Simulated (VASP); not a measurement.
# Zn (P6_3/mmc) in VASP: a series of runs

The runs below take Zn through relaxation of cell and atoms, with PBE.

Program: VASP 6.6.1. These are calculated values, not measurements. Logs are shortened: lines on timing, memory, paths and dates and some standing lists are left out, and cuts for length are marked.

**1. The cell of the first run**

It takes space group P6_3/mmc (No. 194, hexagonal). The conventional cell has a = 2.614 Å, b = 2.614 Å, c = 4.873 Å, α = 90.00°, β = 90.00°, γ = 120.00°. Within 3.4 Å of Zn (site symmetry -6m2) lie 12 Zn at 2.61 to 2.87 Å.

**2. Relaxation of cell and atoms, PBE**

Input file INCAR:

```
SYSTEM = Zn
PREC = Accurate
ENCUT = 500
EDIFF = 1E-7
ISMEAR = 0
SIGMA = 0.1
LREAL = .FALSE.
LASPH = .TRUE.
NELM = 120
ALGO = Normal
ISIF = 3
LWAVE = .FALSE.
LCHARG = .FALSE.
GGA = PE
IBRION = 2
NSW = 100
EDIFFG = -0.002
GGA_COMPAT = .FALSE.
NELMIN = 4
```

Input file KPOINTS:

```
Automatic mesh
0
G
  18 18 10
  0 0 0
```

Input file POSCAR:

```
Zn
1.0
    2.6143598000      0.0000000000      0.0000000000
   -1.3071799000      2.2641020000      0.0000000000
    0.0000000000      0.0000000000      4.8731610200
Zn
2
Direct
    0.3333333300      0.6666666700      0.2500000000
    0.6666666700      0.3333333300      0.7500000000
```

Potentials or basis: VASP PAW PBE potentials, release 64 (Zn).

Command:

```sh
> cat potpaw_PBE.64/Zn/POTCAR > POTCAR
> mpirun -np 1 vasp_std > vasp.out
```

OUTCAR:

```text
SYSTEM = Zn
   PREC = Accurate
   ENCUT = 500
   EDIFF = 1E-7
   ISMEAR = 0
   LREAL = .FALSE.
   LASPH = .TRUE.
   NELM = 120
   ISIF = 3
   GGA = PE
   IBRION = 2
   NSW = 100
   EDIFFG = -0.002
   NELMIN = 4

 ion  position               nearest neighbor table
   1  0.333  0.667  0.250-   2 2.87   2 2.87   2 2.87   2 2.87   2 2.87   2 2.87
   2  0.667  0.333  0.750-   1 2.87   1 2.87   1 2.87   1 2.87   1 2.87   1 2.87

  LATTYP: Found a hexagonal cell.
 ALAT       =     2.6143598000
 C/A-ratio  =     1.8639978399

  Lattice vectors:

 A1 = (   2.6143598000,   0.0000000000,   0.0000000000)
 A2 = (  -1.3071799000,   2.2641020000,   0.0000000000)
 A3 = (   0.0000000000,   0.0000000000,   4.8731610200)

Analysis of symmetry for initial positions (statically):
=====================================================================
 Subroutine PRICEL returns:
 Original cell was already a primitive cell.

 Routine SETGRP: Setting up the symmetry group for a
 hexagonal supercell.

 Subroutine GETGRP returns: Found 24 space group operations
 (whereof 12 operations were pure point group operations)
 out of a pool of 24 trial point group operations.

The static configuration has the point symmetry D_3d.
 The point group associated with its full space group is D_6h.

Analysis of symmetry for dynamics (positions and initial velocities):
=====================================================================
 Subroutine PRICEL returns:
 Original cell was already a primitive cell.

 Routine SETGRP: Setting up the symmetry group for a
 hexagonal supercell.

 Subroutine GETGRP returns: Found 24 space group operations
 (whereof 12 operations were pure point group operations)
 out of a pool of 24 trial point group operations.

The dynamic configuration has the point symmetry D_3d.
 The point group associated with its full space group is D_6h.

 Subroutine INISYM returns: Found 24 space group operations
 (whereof 12 operations are pure point group operations),
 and found     1 'primitive' translations

----------------------------------------------------------------------------------------

                                     Primitive cell

  volume of cell :      28.8451

  direct lattice vectors                    reciprocal lattice vectors
     2.614359800  0.000000000  0.000000000     0.382502822  0.220838107  0.000000000
    -1.307179900  2.264102000  0.000000000     0.000000000  0.441676214  0.000000000
     0.000000000  0.000000000  4.873161020     0.000000000  0.000000000  0.205205614

  length of vectors
     2.614359800  2.614359799  4.873161020     0.441676214  0.441676214  0.205205614

  position of ions in fractional coordinates (direct lattice)
     0.333333330  0.666666670  0.250000000
     0.666666670  0.333333330  0.750000000

  ion indices of the primitive-cell ions
   primitive index   ion index
                 1           1
                 2           2

----------------------------------------------------------------------------------------

 KPOINTS: Automatic mesh

Automatic generation of k-mesh.
 Grid dimensions read from file:
 generate k-points for:   18   18   10

 Generating k-lattice:

  Cartesian coordinates                     Fractional coordinates (reciprocal lattice)
     0.021250157  0.012268784  0.000000000     0.055555556  0.000000000  0.000000000
     0.000000000  0.024537567  0.000000000     0.000000000  0.055555556  0.000000000
     0.000000000  0.000000000  0.020520561     0.000000000  0.000000000  0.100000000

  Length of vectors
     0.024537567  0.024537567  0.020520561

  Shift w.r.t. Gamma in fractional coordinates (k-lattice)
     0.000000000  0.000000000  0.000000000

 Subroutine IBZKPT returns following result:
 ===========================================

 Found    222 irreducible k-points:

 Following reciprocal coordinates:
            Coordinates               Weight
  0.000000  0.000000  0.000000      1.000000
  0.055556 -0.000000  0.000000      6.000000
  0.111111 -0.000000  0.000000      6.000000
  0.166667  0.000000  0.000000      6.000000
  0.222222  0.000000  0.000000      6.000000
  0.277778  0.000000  0.000000      6.000000
[... 16 lines left out ...]
  0.333333  0.111111  0.000000     12.000000
  0.388889  0.111111  0.000000     12.000000
 [... further k-points ...]
   k-points           NKPTS =    222   k-points in BZ     NKDIM =    222   number of bands    NBANDS=     16
   number of dos      NEDOS =    301   number of ions     NIONS =      2
   total plane-waves  NPLWV =  14400
   dimension x,y,z NGX =    20 NGY =   20 NGZ =   36
   dimension x,y,z NGXF=    40 NGYF=   40 NGZF=   72
   ions per type =               2
   NGX,Y,Z   is equivalent  to a cutoff of  12.72, 12.72, 12.28 a.u.
   NGXF,Y,Z  is equivalent  to a cutoff of  25.44, 25.44, 24.56 a.u.
 SYSTEM =  Zn
   PREC   = accura    normal or accurate (medium, high low for compatibility)
   ISTART =      0    job   : 0-new  1-cont  2-samecut
   ICHARG =      2    charge: 1-file 2-atom 10-const
   ISPIN  =      1    spin polarized calculation?
   LNONCOLLINEAR =      F non collinear calculations
   LSORBIT =      F    spin-orbit coupling
   LASPH  =      T    aspherical Exc in radial PAW
   ENCUT  =  500.0 eV  36.75 Ry    6.06 a.u.   4.77  4.77  8.88*2*pi/ulx,y,z
   NELM   =    120;   NELMIN=  4; NELMDL= -5     # of ELM steps
   EDIFF  = 0.1E-06   stopping-criterion for ELM
   LREAL  =      F    real-space projection
   EDIFFG = -.2E-02   stopping-criterion for IOM
   NSW    =    100    number of steps for IOM
   IBRION =      2    ionic relax: 0-MD 1-quasi-New 2-CG
   NFREE  =      1    steps in history (QN), initial steepest desc. (CG)
   ISIF   =      3    stress and relaxation
   ISYM   =      2    0-nonsym 1-usesym 2-fastsym
   POTIM  = 0.5000    time-step for ionic-motion
   TEBEG  =    0.0;   TEEND  =   0.0 temperature during run
   PSTRESS=    0.0 pullay stress
   NELECT =      24.0000    total number of electrons
   NUPDOWN=      -1.0000    fix difference up-down
   EMIN   =  10.00;   EMAX   =-10.00  energy-range for DOS
   EFERMI =   0.00;   METHOD = LEGACY
   ISMEAR =     0;   SIGMA  =   0.10  broadening in eV -4-tet -1-fermi 0-gaus
   EFERMI_NEDOS =   21; number of points for ismear=-14 and -15
   IALGO  =     38    algorithm
   IMIX   =      4    mixing-type and parameters
     AMIX     =   0.40;   BMIX     =  1.00
     AMIX_MAG =   1.60;   BMIX_MAG =  1.00
  volume/ion in A,a.u.               =      14.42        97.33
  Fermi-wavevector in a.u.,A,eV,Ry     =   1.539765  2.909735 32.257744  2.370877
  Thomas-Fermi vector in A             =   2.645947
   LORBIT       =      0    0 simple, 1 ext, 2 COOP (PROOUT), +10 PAW based schemes
   GGA     = PE    functional components
   LHFCALC =     F    Hartree Fock is set to
   AEXX    =    0.0000 exact exchange contribution
   IVDW    =     0    specifies the selected vdW correction
   LEPSILON=     F    determine dielectric tensor
   LRPA    =     F    only Hartree local field effects (RPA)
 conjugate gradient relaxation of ions
 non-spin polarized calculation
 Gauss-broadening in eV      SIGMA  =   0.10
  energy-cutoff  :      500.00
  volume of cell :       28.85
 maximum number of plane-waves:       750
 NGX is ok and might be reduce to    20
   NGX =  9   NGY =  9   NGZ = 17

--------------------------------------- Ionic step        1  -------------------------------------------

 number of electron      24.0000032 magnetization

 Free energy of the ion-electron system (eV)
  ---------------------------------------------------
  ext. energy  EPLUGINS =         0.00000000
  ---------------------------------------------------
  free energy    TOTEN  =        -2.19631205 eV

  energy without entropy =       -2.19540467  energy(sigma->0) =       -2.19585836

------------------------ aborting loop because EDIFF is reached ----------------------------------------

  FORCE on cell =-STRESS in cart. coord.  units (eV):
  Direction    XX          YY          ZZ          XY          YZ          ZX
  --------------------------------------------------------------------------------------
  -------------------------------------------------------------------------------------
  Total        0.7661481      0.7661481      0.9233234      0.0000000     -0.0000000      0.0000000
  in kB       42.5550589     42.5550589     51.2852334      0.0000000     -0.0000000      0.0000000
  external PRESSURE =      45.4651171 kB  Pullay stress =       0.0000000 kB
[... 273 lines left out ...]
  energy  without entropy=       -2.2211257097  energy(sigma->0) =       -2.22192270

--------------------------------------- Ionic step        9  -------------------------------------------

 number of electron      24.0000013 magnetization

 Free energy of the ion-electron system (eV)
  ---------------------------------------------------
  ext. energy  EPLUGINS =         0.00000000
  ---------------------------------------------------
  free energy    TOTEN  =        -2.22272308 eV

  energy without entropy =       -2.22112793  energy(sigma->0) =       -2.22192551

 E-fermi :   3.0060     XC(G=0): -11.4899

 val. band max:        2.9842990391   @ k =   0.2778   0.1667   0.0000
 cond. band min:       3.0267355143   @ k =   0.2778   0.2778   0.3000
 fundamental gap:      0.0424364752
 Fermi energy:         3.0060141892

 k-point     1 :       0.0000    0.0000    0.0000
  band No.  band energies     occupation
      1      -7.2978      2.00000
      2      -5.6180      2.00000
      3      -4.9132      2.00000
      4      -4.6451      2.00000
      5      -4.6451      2.00000
      6      -4.6048      2.00000
[... 8 lines left out ...]
     15      19.1327      0.00000
     16      21.1343      0.00000
[... 420 lines left out ...]
  band No.  band energies     occupation
      1      -5.2803      2.00000
      2      -5.1897      2.00000
      3      -5.0705      2.00000
      4      -4.6643      2.00000
      5      -4.4851      2.00000
      6      -4.4848      2.00000
[... 8 lines left out ...]
     15       8.2600      0.00000
     16       9.8531      0.00000

 [... further k-points ...]
[... 5 lines left out ...]
  --------------------------------------------------------------------------------------
  -------------------------------------------------------------------------------------
  Total       -0.0017295     -0.0017295      0.0015114     -0.0000000     -0.0000000      0.0000000
  in kB       -0.0901983     -0.0901983      0.0788253     -0.0000000     -0.0000000      0.0000000
  external PRESSURE =      -0.0338571 kB  Pullay stress =       0.0000000 kB
[... 17 lines left out ...]
  FREE ENERGIE OF THE ION-ELECTRON SYSTEM (eV)
  ---------------------------------------------------
  free  energy   TOTEN  =        -2.2227230849 eV

  energy  without entropy=       -2.2211279285  energy(sigma->0) =       -2.22192551

 reached required accuracy - stopping structural energy minimisation
```

Wall time 3 min (1 thread of Intel Xeon 6975P-C (Granite Rapids), shared host); peak memory 0.21 GiB.

Results:

```
Free energy                           : -2.2227 eV
Relaxed volume                        : 15.36 Å³/atom
Relaxed cell                          : a = 2.639 Å, b = 2.639 Å, c = 5.092 Å, α = 90.00°, β = 90.00°, γ = 120.00°
Space group after relaxing (to 0.1 Å) : P6_3/mmc (No. 194)
Energy gained by relaxing             : 13.2 meV/atom
Ionic steps                           : 9
Pressure after relaxing               : 0.0 GPa
Band gap on the k mesh                : zero (bands 12 and 13 overlap by 5.23 eV)
```

Step by step:
| step | energy change (eV) | largest force (eV/Å) | pressure (GPa) | volume (Å³) |
| --- | --- | --- | --- | --- |
| 1 | 0.0000 | 0.0000 | 4.55 | 28.85 |
| 2 | -0.0216 | 0.0000 | -0.41 | 30.59 |
| 3 | -0.0217 | 0.0000 | -0.09 | 30.45 |
| 4 | -0.0243 | 0.0000 | -0.02 | 30.52 |
| 5 | -0.0262 | 0.0000 | 0.10 | 30.62 |
| 6 | -0.0264 | 0.0000 | 0.18 | 30.66 |
| 7 | -0.0264 | 0.0000 | 0.14 | 30.65 |
| 8 | -0.0264 | 0.0000 | -0.05 | 30.74 |
| 9 | -0.0264 | 0.0000 | 0.00 | 30.72 |

Final structure:
```xyz
2
Lattice="2.6394 0.0000 0.0000 -1.3197 2.2858 0.0000 0.0000 0.0000 5.0920" Properties=species:S:1:pos:R:3 pbc="T T T"
Zn    0.0000    1.5239    1.2730
Zn    1.3197    0.7619    3.8190
```

Levels at points of the mesh, in eV from the Fermi level:
| k point | band 10 | band 11 | band 12 | band 13 | band 14 | band 15 |
| --- | --- | --- | --- | --- | --- | --- |
| (0.00, 0.00, 0.00) | -7.07 | -7.07 | -3.71 | -3.44 | 12.31 | 16.13 |
| (0.50, 0.00, 0.00) | -6.84 | -2.65 | -1.94 | 2.40 | 3.59 | 3.87 |
| (0.00, 0.00, 0.50) | -7.14 | -7.14 | -7.14 | 3.89 | 3.89 | 19.32 |
| (0.50, 0.00, 0.50) | -6.85 | -1.74 | -1.74 | 0.27 | 0.27 | 9.63 |

**3. Relaxation of cell and atoms, PBE**

This run uses another cell than the first one, of 15.32 Å³/atom.

Input file INCAR:

```
SYSTEM = Zn
ALGO     = Normal         ! electronic algorithm
EDIFF    = 1E-7           ! SCF threshold, eV
EDIFFG   = -0.001         ! ionic threshold
ENCUT    = 500            ! plane-wave cutoff, eV
GGA      = PE             ! functional
GGA_COMPAT= .FALSE.      
IBRION   = 2              ! ionic algorithm
ISIF     = 3              ! what is computed and relaxed
ISMEAR   = -1             ! smearing method
LASPH    = .TRUE.         ! aspherical terms in the spheres
LCHARG   = .FALSE.        ! write CHGCAR
LREAL    = .FALSE.        ! projectors in reciprocal space
LWAVE    = .FALSE.        ! write WAVECAR
NELM     = 120            ! most SCF steps
NELMIN   = 4            
NSW      = 80             ! ionic steps
PREC     = Accurate       ! precision mode
SIGMA    = 0.15           ! smearing width, eV
```

Input file KPOINTS:

```
k-points
0
G
  18 18 10
  0 0 0
```

Input file POSCAR:

```
Zn
1.0
    2.6350268501      0.0000000000      0.0000000000
   -1.3175134251      2.2820001918      0.0000000000
    0.0000000000      0.0000000000      5.0961452309
Zn
2
Direct
    0.3333333333      0.6666666667      0.2500000000
    0.6666666667      0.3333333333      0.7500000000
```

Potentials or basis: VASP PAW PBE potentials, release 64 (Zn).

Command:

```sh
> cat potpaw_PBE.64/Zn/POTCAR > POTCAR
> mpirun -np 1 vasp_std > vasp.out
```

Wall time 3.7 min (1 thread of Intel Xeon 6975P-C (Granite Rapids), shared host); peak memory 0.21 GiB.

Results (log left out):

- Free energy: -2.2346 eV
- Relaxed volume: 15.39 Å³/atom
- Relaxed cell: a = 2.642 Å, b = 2.642 Å, c = 5.092 Å, α = 90.00°, β = 90.00°, γ = 120.00°
- Space group after relaxing (to 0.1 Å): P6_3/mmc (No. 194)
- Energy gained by relaxing: 0.1 meV/atom
- Ionic steps: 13
- Pressure after relaxing: 0.0 GPa
- Band gap on the k mesh: zero (bands 12 and 13 overlap by 5.22 eV)

The path:
```csv
step,energy change (eV),largest force (eV/Å),pressure (GPa),volume (Å³)
1,0.0000,0.0000,0.41,30.64
2,-0.0002,0.0000,-0.05,30.82
3,-0.0002,0.0000,-0.03,30.80
4,-0.0002,0.0000,-0.03,30.80
5,-0.0002,0.0000,-0.02,30.80
6,-0.0003,0.0000,0.05,30.79
7,-0.0003,0.0000,0.02,30.79
8,-0.0003,0.0000,0.04,30.78
9,-0.0003,0.0000,0.07,30.77
10,-0.0003,0.0000,-0.03,30.78
11,-0.0003,0.0000,0.03,30.78
12,-0.0003,0.0000,-0.04,30.79
13,-0.0003,0.0000,0.00,30.78
```

Final structure:
```
CELL_PARAMETERS angstrom
2.64206 0.00000 0.00000
-1.32103 2.28809 0.00000
0.00000 0.00000 5.09215
ATOMIC_POSITIONS crystal
Zn 0.33333 0.66667 0.25000
Zn 0.66667 0.33333 0.75000
```

Levels at points of the mesh, in eV from the Fermi level:
| k point | band 10 | band 11 | band 12 | band 13 | band 14 | band 15 |
| --- | --- | --- | --- | --- | --- | --- |
| (0.00, 0.00, 0.00) | -7.07 | -7.07 | -3.70 | -3.44 | 12.32 | 16.12 |
| (0.50, 0.00, 0.00) | -6.85 | -2.66 | -1.95 | 2.39 | 3.58 | 3.85 |
| (0.00, 0.00, 0.50) | -7.14 | -7.14 | -7.14 | 3.89 | 3.89 | 19.26 |
| (0.50, 0.00, 0.50) | -6.85 | -1.75 | -1.75 | 0.26 | 0.26 | 9.62 |

The gap in the log of VASP goes by the Fermi energy; the results here count the filled bands.